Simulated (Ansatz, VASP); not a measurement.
**Two plane-wave programs on H2Pb2O3**

```
Pb O H
1.0
    11.56000    0.00000    0.00000
     0.00000    9.00000    0.00000
     0.00000    0.00000   14.16000
Pb O H
2 3 2
Direct
  0.38927 0.50000 0.64472
  0.38927 0.50000 0.35514
  0.42466 0.50000 0.49993
  0.56557 0.50000 0.68206
  0.56557 0.50000 0.31780
  0.61031 0.50000 0.62434
  0.61031 0.50000 0.37552
```

Alike in both runs: task single point; functional PBE; k mesh 1 × 1 × 1; occupations gaussian, width 0.01 eV; non-collinear spin, spin-orbit coupling.

```csv
,VASP,Ansatz
version,VASP 6.6.1,Ansatz 0.2.0
potentials or method,"VASP PAW PBE potentials, release 64 (Pb_d, O, H), cutoff 520 eV","plane waves, PAW"
valence electrons in the cell,48,48
```

|  | VASP | Ansatz | Ansatz less VASP |
| --- | --- | --- | --- |
| rms of the force components (eV/Å) | 0.216 | 0.161 | -0.0554 |
| net moment per atom (μB) | 0.00 | 0.00 | 0.000 |

Ansatz's warnings: structure snapped to symmetry, xc potential rough in thin density.
